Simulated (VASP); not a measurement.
# PtS2 (P-3m1) in VASP: notebook

PtS2 is run at these levels: PBE; tasks: relaxation of the atoms.

Program: VASP 6.6.1. These are calculated values, not measurements. Logs are shortened: lines on timing, memory, paths and dates and some standing lists are left out, and cuts for length are marked.

## Step 1: The cell of the first run

The structure is trigonal, space group P-3m1 (No. 164). The conventional cell has a = 3.577 Å, b = 3.577 Å, c = 6.497 Å, α = 90.00°, β = 90.00°, γ = 120.00°. Within 3.2 Å of Pt (site symmetry -3m) lie 6 S at 2.40 Å. S (site symmetry 3m) has 3 Pt at 2.40 Å and 3 S at 3.21 Å within 3.3 Å.

## Step 2: Relaxation of the atoms, PBE (23.99 Å³/atom)

File INCAR:

```
SYSTEM = PtS2
PREC = Accurate
ENCUT = 520
EDIFF = 1E-6
ISMEAR = 0
SIGMA = 0.05
LREAL = .FALSE.
LASPH = .TRUE.
NELM = 80
ALGO = Normal
ISIF = 2
LWAVE = .FALSE.
LCHARG = .FALSE.
GGA = PE
IBRION = 2
NSW = 50
EDIFFG = -0.01
```

File KPOINTS:

```
Automatic mesh
0
G
  12 12 6
  0 0 0
```

File POSCAR:

```
PtS2
1.0
    3.5765911006      0.0000000000      0.0000000000
   -1.7882955503      3.0974187520      0.0000000000
    0.0000000000      0.0000000000      6.4966356506
Pt S
1 2
Direct
    0.0000000000      0.0000000000      0.0000000000
    0.3333333333      0.6666666667      0.1889525212
    0.6666666667      0.3333333333      0.8110474788
```

Potentials or basis: VASP PAW PBE potentials, release 64 (Pt, S).

Run with:

```bash
cat potpaw_PBE.64/Pt/POTCAR potpaw_PBE.64/S/POTCAR > POTCAR
mpirun -np 1 vasp_std > vasp.out
```

OUTCAR:

```text
SYSTEM = PtS2
   PREC = Accurate
   ENCUT = 520
   EDIFF = 1E-6
   ISMEAR = 0
   LREAL = .FALSE.
   LASPH = .TRUE.
   NELM = 80
   ISIF = 2
   GGA = PE
   IBRION = 2
   NSW = 50
   EDIFFG = -0.01

 ion  position               nearest neighbor table
   1  0.000  0.000  0.000-   2 2.40   3 2.40   2 2.40   3 2.40   3 2.40   2 2.40
   2  0.333  0.667  0.189-   1 2.40   1 2.40   1 2.40
   3  0.667  0.333  0.811-   1 2.40   1 2.40   1 2.40

  LATTYP: Found a hexagonal cell.
 ALAT       =     3.5765911006
 C/A-ratio  =     1.8164323144

  Lattice vectors:

 A1 = (   3.5765911006,   0.0000000000,   0.0000000000)
 A2 = (  -1.7882955503,   3.0974187520,   0.0000000000)
 A3 = (   0.0000000000,   0.0000000000,   6.4966356506)

Analysis of symmetry for initial positions (statically):
=====================================================================
 Subroutine PRICEL returns:
 Original cell was already a primitive cell.

 Routine SETGRP: Setting up the symmetry group for a
 hexagonal supercell.

 Subroutine GETGRP returns: Found 12 space group operations
 (whereof 12 operations were pure point group operations)
 out of a pool of 24 trial point group operations.

The static configuration has the point symmetry D_3d.

Analysis of symmetry for dynamics (positions and initial velocities):
=====================================================================
 Subroutine PRICEL returns:
 Original cell was already a primitive cell.

 Routine SETGRP: Setting up the symmetry group for a
 hexagonal supercell.

 Subroutine GETGRP returns: Found 12 space group operations
 (whereof 12 operations were pure point group operations)
 out of a pool of 24 trial point group operations.

The dynamic configuration has the point symmetry D_3d.

 Subroutine INISYM returns: Found 12 space group operations
 (whereof 12 operations are pure point group operations),
 and found     1 'primitive' translations

----------------------------------------------------------------------------------------

                                     Primitive cell

  volume of cell :      71.9710

  direct lattice vectors                    reciprocal lattice vectors
     3.576591101  0.000000000  0.000000000     0.279595842  0.161424735  0.000000000
    -1.788295550  3.097418752  0.000000000     0.000000000  0.322849469  0.000000000
     0.000000000  0.000000000  6.496635651     0.000000000  0.000000000  0.153925825

  length of vectors
     3.576591101  3.576591101  6.496635651     0.322849469  0.322849469  0.153925825

  position of ions in fractional coordinates (direct lattice)
     0.000000000  0.000000000  0.000000000
     0.333333333  0.666666667  0.188952521
     0.666666667  0.333333333  0.811047479

  ion indices of the primitive-cell ions
   primitive index   ion index
                 1           1
                 2           2
                 3           3

----------------------------------------------------------------------------------------

 KPOINTS: Automatic mesh

Automatic generation of k-mesh.
 Grid dimensions read from file:
 generate k-points for:   12   12    6

 Generating k-lattice:

  Cartesian coordinates                     Fractional coordinates (reciprocal lattice)
     0.023299653  0.013452061  0.000000000     0.083333333  0.000000000  0.000000000
     0.000000000  0.026904122  0.000000000     0.000000000  0.083333333  0.000000000
     0.000000000  0.000000000  0.025654304     0.000000000  0.000000000  0.166666667

  Length of vectors
     0.026904122  0.026904122  0.025654304

  Shift w.r.t. Gamma in fractional coordinates (k-lattice)
     0.000000000  0.000000000  0.000000000

 Subroutine IBZKPT returns following result:
 ===========================================

 Found    100 irreducible k-points:

 Following reciprocal coordinates:
            Coordinates               Weight
  0.000000  0.000000  0.000000      1.000000
  0.083333 -0.000000  0.000000      6.000000
  0.166667  0.000000  0.000000      6.000000
  0.250000  0.000000  0.000000      6.000000
  0.333333 -0.000000  0.000000      6.000000
  0.416667 -0.000000  0.000000      6.000000
[... 16 lines left out ...]
  0.166667  0.000000  0.166667      6.000000
  0.000000  0.166667  0.166667      6.000000
 [... further k-points ...]
   k-points           NKPTS =    100   k-points in BZ     NKDIM =    100   number of bands    NBANDS=     15
   number of dos      NEDOS =    301   number of ions     NIONS =      3
   total plane-waves  NPLWV =  37632
   dimension x,y,z NGX =    28 NGY =   28 NGZ =   48
   dimension x,y,z NGXF=    56 NGYF=   56 NGZF=   96
   ions per type =               1   2
   NGX,Y,Z   is equivalent  to a cutoff of  13.01, 13.01, 12.28 a.u.
   NGXF,Y,Z  is equivalent  to a cutoff of  26.03, 26.03, 24.57 a.u.
 SYSTEM =  PtS2
   PREC   = accura    normal or accurate (medium, high low for compatibility)
   ISTART =      0    job   : 0-new  1-cont  2-samecut
   ICHARG =      2    charge: 1-file 2-atom 10-const
   ISPIN  =      1    spin polarized calculation?
   LNONCOLLINEAR =      F non collinear calculations
   LSORBIT =      F    spin-orbit coupling
   LASPH  =      T    aspherical Exc in radial PAW
   ENCUT  =  520.0 eV  38.22 Ry    6.18 a.u.   6.65  6.65 12.08*2*pi/ulx,y,z
   NELM   =     80;   NELMIN=  2; NELMDL= -5     # of ELM steps
   EDIFF  = 0.1E-05   stopping-criterion for ELM
   LREAL  =      F    real-space projection
   EDIFFG = -.1E-01   stopping-criterion for IOM
   NSW    =     50    number of steps for IOM
   IBRION =      2    ionic relax: 0-MD 1-quasi-New 2-CG
   NFREE  =      1    steps in history (QN), initial steepest desc. (CG)
   ISIF   =      2    stress and relaxation
   ISYM   =      2    0-nonsym 1-usesym 2-fastsym
   POTIM  = 0.5000    time-step for ionic-motion
   TEBEG  =    0.0;   TEEND  =   0.0 temperature during run
   PSTRESS=    0.0 pullay stress
   NELECT =      22.0000    total number of electrons
   NUPDOWN=      -1.0000    fix difference up-down
   EMIN   =  10.00;   EMAX   =-10.00  energy-range for DOS
   EFERMI =   0.00;   METHOD = LEGACY
   ISMEAR =     0;   SIGMA  =   0.05  broadening in eV -4-tet -1-fermi 0-gaus
   EFERMI_NEDOS =   21; number of points for ismear=-14 and -15
   IALGO  =     38    algorithm
   IMIX   =      4    mixing-type and parameters
     AMIX     =   0.40;   BMIX     =  1.00
     AMIX_MAG =   1.60;   BMIX_MAG =  1.00
  volume/ion in A,a.u.               =      23.99       161.89
  Fermi-wavevector in a.u.,A,eV,Ry     =   1.102799  2.083989 16.546947  1.216166
  Thomas-Fermi vector in A             =   2.239248
   LORBIT       =      0    0 simple, 1 ext, 2 COOP (PROOUT), +10 PAW based schemes
   GGA     = PE    functional components
   LHFCALC =     F    Hartree Fock is set to
   AEXX    =    0.0000 exact exchange contribution
   IVDW    =     0    specifies the selected vdW correction
   LEPSILON=     F    determine dielectric tensor
   LRPA    =     F    only Hartree local field effects (RPA)
 conjugate gradient relaxation of ions
 non-spin polarized calculation
 Gauss-broadening in eV      SIGMA  =   0.05
  energy-cutoff  :      520.00
  volume of cell :       71.97
 maximum number of plane-waves:      1960
 NGX is ok and might be reduce to    28
   NGX = 13   NGY = 13   NGZ = 25

--------------------------------------- Ionic step        1  -------------------------------------------

 number of electron      21.9999995 magnetization

 Free energy of the ion-electron system (eV)
  ---------------------------------------------------
  ext. energy  EPLUGINS =         0.00000000
  ---------------------------------------------------
  free energy    TOTEN  =       -15.46555096 eV

  energy without entropy =      -15.46555096  energy(sigma->0) =      -15.46555096

------------------------ aborting loop because EDIFF is reached ----------------------------------------

  FORCE on cell =-STRESS in cart. coord.  units (eV):
  Direction    XX          YY          ZZ          XY          YZ          ZX
  --------------------------------------------------------------------------------------
  -------------------------------------------------------------------------------------
  Total       -0.1787174     -0.1787174     -0.1162859      0.0000000     -0.0000000      0.0000000
  in kB       -3.9785023     -3.9785023     -2.5886887      0.0000000     -0.0000000      0.0000000
  external PRESSURE =      -3.5152311 kB  Pullay stress =       0.0000000 kB
[... 59 lines left out ...]
  energy  without entropy=      -15.4656427264  energy(sigma->0) =      -15.46564273

--------------------------------------- Ionic step        3  -------------------------------------------

 number of electron      21.9999995 magnetization

 Free energy of the ion-electron system (eV)
  ---------------------------------------------------
  ext. energy  EPLUGINS =         0.00000000
  ---------------------------------------------------
  free energy    TOTEN  =       -15.46566182 eV

  energy without entropy =      -15.46566182  energy(sigma->0) =      -15.46566182

 E-fermi :   3.2966     XC(G=0):  -8.8774

 val. band max:        3.0821900215   @ k =   0.1667   0.1667   0.0000
 cond. band min:       4.5673172031   @ k =   0.0000   0.2500   0.3333
 fundamental gap:      1.4851271816
 Fermi energy:         3.2965540630

 k-point     1 :       0.0000    0.0000    0.0000
  band No.  band energies     occupation
      1     -11.0240      2.00000
      2      -8.7665      2.00000
      3      -2.5691      2.00000
      4      -2.5691      2.00000
      5      -2.2934      2.00000
      6       0.1179      2.00000
      7       0.1179      2.00000
      8       2.0536      2.00000
      9       2.6658      2.00000
     10       2.6764      2.00000
     11       2.6764      2.00000
     12       6.1360      0.00000
     13       6.1360      0.00000
     14       8.3836      0.00000
     15       9.0240      0.00000
[... 397 lines left out ...]
 k-point    24 :       0.0000    0.1667    0.1667
  band No.  band energies     occupation
      1     -10.6897      2.00000
      2      -8.8618      2.00000
      3      -2.5062      2.00000
      4      -2.3692      2.00000
      5      -1.9334      2.00000
      6      -0.4510      2.00000
      7      -0.0990      2.00000
      8       1.2255      2.00000
      9       2.7002      2.00000
     10       2.7362      2.00000
     11       3.0471      2.00000
     12       4.9849      0.00000
     13       5.8012      0.00000
     14       9.5651      0.00000
     15       9.8164      0.00000

 [... further k-points ...]

------------------------ aborting loop because EDIFF is reached ----------------------------------------

  FORCE on cell =-STRESS in cart. coord.  units (eV):
  Direction    XX          YY          ZZ          XY          YZ          ZX
  --------------------------------------------------------------------------------------
  -------------------------------------------------------------------------------------
  Total       -0.1069411     -0.1069411     -0.0295081      0.0000000      0.0000000      0.0000000
  in kB       -2.3806609     -2.3806609     -0.6568915      0.0000000      0.0000000      0.0000000
  external PRESSURE =      -1.8060711 kB  Pullay stress =       0.0000000 kB
[... 18 lines left out ...]
  FREE ENERGIE OF THE ION-ELECTRON SYSTEM (eV)
  ---------------------------------------------------
  free  energy   TOTEN  =       -15.4656618216 eV

  energy  without entropy=      -15.4656618216  energy(sigma->0) =      -15.46566182

 reached required accuracy - stopping structural energy minimisation
```

Run time: 72 s. Hardware: 1 thread of Intel Xeon Platinum 8488C (Sapphire Rapids), shared host; peak memory 0.27 GiB.

Results:

```
Free energy               : -15.4657 eV
Energy gained by relaxing : 0.0 meV/atom
Ionic steps               : 3
Pressure after relaxing   : -0.2 GPa
Band gap on the k mesh    : 1.49 eV (least direct gap 1.59 eV)
```

Step by step:
| step | energy change (eV) | largest force (eV/Å) | pressure (GPa) |
| --- | --- | --- | --- |
| 1 | 0.0000 | 0.0364 | -0.35 |
| 2 | -0.0001 | 0.0145 | -0.25 |
| 3 | -0.0001 | 0.0002 | -0.18 |

Final structure:
```xyz
3
Lattice="3.5766 0.0000 0.0000 -1.7883 3.0974 0.0000 0.0000 0.0000 6.4966" Properties=species:S:1:pos:R:3 pbc="T T T"
Pt    0.0000    0.0000    0.0000
S     0.0000    2.0649    1.2246
S     1.7883    1.0325    5.2720
```

Caveat: spin-orbit coupling is left out, which moves the levels of the heavy elements; this functional lacks dispersion, which binds layers or chains, so the pressure and a relaxed spacing across them are unreliable.

## Step 3: Relaxation of the atoms, PBE (22.07 Å³/atom)

This run uses another cell than the first one, of 22.07 Å³/atom.

File INCAR:

```
PREC = Accurate
ENCUT = 520
EDIFF = 1E-6
ISMEAR = 0
SIGMA = 0.05
LREAL = False
LASPH = True
NELM = 80
ALGO = Normal
ISIF = 2
LWAVE = False
LCHARG = False
GGA = PE
IBRION = 2
NSW = 50
EDIFFG = -0.01
```

File KPOINTS:

```
Automatic mesh
0
Gamma
  12 12 6
```

File POSCAR:

```
PtS2
1.0
    3.2737974130      0.0000000000      0.0000000000
   -1.6368987065      2.8351917265      0.0000000000
    0.0000000000      0.0000000000      7.1336045629
Pt S
1 2
Direct
    0.0000000000      0.0000000000      0.0000000000
    0.3333333333      0.6666666667      0.1889525212
    0.6666666667      0.3333333333      0.8110474788
```

Potentials or basis: VASP PAW PBE potentials, release 64 (Pt, S).

Run with:

```bash
cat potpaw_PBE.64/Pt/POTCAR potpaw_PBE.64/S/POTCAR > POTCAR
mpirun -np 1 vasp_std > vasp.out
```

Wall time 2.4 min (1 thread of Intel Xeon Platinum 8259CL at 2.50GHz (Skylake/Cascade Lake), shared host); peak memory 0.25 GiB.

It converged, with:

| Quantity | Value |
| --- | --- |
| Free energy | -14.8946 eV |
| Energy gained by relaxing | 19.4 meV/atom |
| Ionic steps | 3 |
| Pressure after relaxing | 10.2 GPa |
| Largest force after relaxing | 0.004 eV/Å |
| Band gap on the k mesh | 1.10 eV (least direct gap 1.54 eV) |

Forces in eV/Å, atoms in the order of the input:
```
Pt   0.000  0.000  0.000
S    0.000  0.000 -0.004
S    0.000  0.000  0.004
```

Stress tensor (GPa, compression positive):
```
15.33  0.00  0.00
 0.00 15.33  0.00
 0.00  0.00 -0.04
```

Step by step:
| step | energy change (eV) | largest force (eV/Å) | pressure (GPa) |
| --- | --- | --- | --- |
| 1 | 0.0000 | 0.9526 | 15.79 |
| 2 | -0.0541 | 0.2396 | 11.64 |
| 3 | -0.0581 | 0.0036 | 10.21 |

Final structure:
```cif
data_structure
_symmetry_space_group_name_H-M 'P 1'
_symmetry_Int_Tables_number 1
_cell_length_a 3.2738
_cell_length_b 3.2738
_cell_length_c 7.1336
_cell_angle_alpha 90.000
_cell_angle_beta 90.000
_cell_angle_gamma 120.000
_cell_volume 66.21
loop_
_atom_site_label
_atom_site_type_symbol
_atom_site_fract_x
_atom_site_fract_y
_atom_site_fract_z
_atom_site_occupancy
Pt1 Pt 0.00000 0.00000 0.00000 1
S1 S 0.33333 0.66667 0.19775 1
S2 S 0.66667 0.33333 0.80225 1
```

Levels at points of the mesh, in eV from the valence-band top:
```tsv
k point	band 7	band 8	band 9	band 10	band 11	band 12	band 13	band 14	band 15
(0.00, 0.00, 0.00)	-3.43	-2.10	-1.63	-0.08	-0.08	2.95	2.95	5.18	6.36
(0.50, 0.00, 0.00)	-3.02	-2.49	-2.17	-1.74	-1.45	2.68	2.68	5.17	6.17
(0.00, 0.00, 0.50)	-3.43	-2.18	-1.84	-0.08	-0.08	2.97	2.97	5.98	7.16
(0.50, 0.00, 0.50)	-3.08	-2.32	-2.17	-1.73	-1.46	2.64	2.93	4.79	5.77
```

Caveat: spin-orbit coupling is left out, which moves the levels of the heavy elements; this functional lacks dispersion, which binds layers or chains, so the pressure and a relaxed spacing across them are unreliable. A k mesh can miss the band edges.

## Step 4: Relaxation of the atoms, PBE (25.91 Å³/atom)

This run uses another cell than the first one, of 25.91 Å³/atom.

File INCAR:

```
PREC = Accurate ; ENCUT = 520
EDIFF = 1E-6 ; ISMEAR = 0
SIGMA = 0.05 ; LREAL = F
LASPH = T ; NELM = 100
ALGO = Normal ; ISIF = 2
LWAVE = F ; LCHARG = F
GGA = PE ; IBRION = 2
NSW = 50 ; EDIFFG = -0.01
```

File KPOINTS:

```
regular mesh
0
Gamma
  12 12 6
```

File POSCAR:

```
PtS2
1.0
    3.6695510920      0.0000000000      0.0000000000
   -1.8347755460      3.1779244662      0.0000000000
    0.0000000000      0.0000000000      6.6654911830
Pt S
1 2
Direct
    0.0000000000      0.0000000000      0.0000000000
    0.3333333333      0.6666666667      0.1889525212
    0.6666666667      0.3333333333      0.8110474788
```

Run with:

```bash
cat potpaw_PBE.64/Pt/POTCAR potpaw_PBE.64/S/POTCAR > POTCAR
mpirun -np 1 vasp_std > vasp.out
```

Run time: 6 min. Hardware: 1 thread of Oxide Virtual Turin-like, shared host; peak memory 0.24 GiB.

Results (log left out):

- Free energy: -15.4108 eV
- Energy gained by relaxing: 26.6 meV/atom
- Ionic steps: 3
- Pressure after relaxing: -2.9 GPa
- Largest force after relaxing: 0.006 eV/Å
- Band gap on the k mesh: 1.38 eV (least direct gap 1.47 eV)

Forces on the atoms (eV/Å):
```
Pt   0.000  0.000  0.000
S    0.000  0.000 -0.006
S    0.000  0.000  0.006
```

Stress tensor (GPa, compression positive):
```
-4.26  0.00  0.00
 0.00 -4.26  0.00
 0.00  0.00 -0.16
```

Step by step:
```tsv
step	energy change (eV)	largest force (eV/Å)	pressure (GPa)
1	0.0000	0.9183	-6.75
2	-0.0611	0.4549	-4.81
3	-0.0799	0.0055	-2.89
```

Final structure:
```xyz
3
Lattice="3.6696 0.0000 0.0000 -1.8348 3.1779 0.0000 0.0000 0.0000 6.6655" Properties=species:S:1:pos:R:3 pbc="T T T"
Pt    0.0000    0.0000    0.0000
S     0.0000    2.1186    1.1748
S     1.8348    1.0593    5.4907
```

Levels at points of the mesh, in eV from the valence-band top:
| k point | band 7 | band 8 | band 9 | band 10 | band 11 | band 12 | band 13 | band 14 | band 15 |
| --- | --- | --- | --- | --- | --- | --- | --- | --- | --- |
| (0.00, 0.00, 0.00) | -2.91 | -0.89 | -0.56 | -0.56 | -0.44 | 2.91 | 2.91 | 4.99 | 5.84 |
| (0.50, 0.00, 0.00) | -2.39 | -2.36 | -2.31 | -1.75 | -1.43 | 2.34 | 2.76 | 5.43 | 6.77 |
| (0.00, 0.00, 0.50) | -2.91 | -0.94 | -0.73 | -0.57 | -0.57 | 2.93 | 2.93 | 5.76 | 6.36 |
| (0.50, 0.00, 0.50) | -2.39 | -2.35 | -2.31 | -1.80 | -1.24 | 2.39 | 2.71 | 5.34 | 6.53 |

Caveat: spin-orbit coupling is left out, which moves the levels of the heavy elements; this functional lacks dispersion, which binds layers or chains, so the pressure and a relaxed spacing across them are unreliable. A k mesh can miss the band edges.

## Step 5: Summary

```tsv
cell	gap on the mesh (eV)	pressure (GPa)
atoms relaxed from a = 3.577, b = 3.577, c = 6.497 Å, angles 90.0, 90.0, 120.0°, 3 atoms	1.49	-0.2
atoms relaxed from a = 3.274, b = 3.274, c = 7.134 Å, angles 90.0, 90.0, 120.0°, 3 atoms	1.10	10.2
atoms relaxed from a = 3.670, b = 3.670, c = 6.665 Å, angles 90.0, 90.0, 120.0°, 3 atoms	1.38	-2.9
```

Alike in all rows: task relaxation of the atoms; level PBE; potentials or basis VASP PAW PBE potentials, release 64 (Pt, S); no spin polarisation; k mesh 12 × 12 × 6; cutoff (eV) 520; smearing gaussian 0.05 eV.

Caveats: spin-orbit coupling is left out, which moves the levels of the heavy elements; this functional lacks dispersion, which binds layers or chains, so the pressure and a relaxed spacing across them are unreliable.

Total energies depend on the potentials used, so only differences within one code and one set of settings carry meaning.
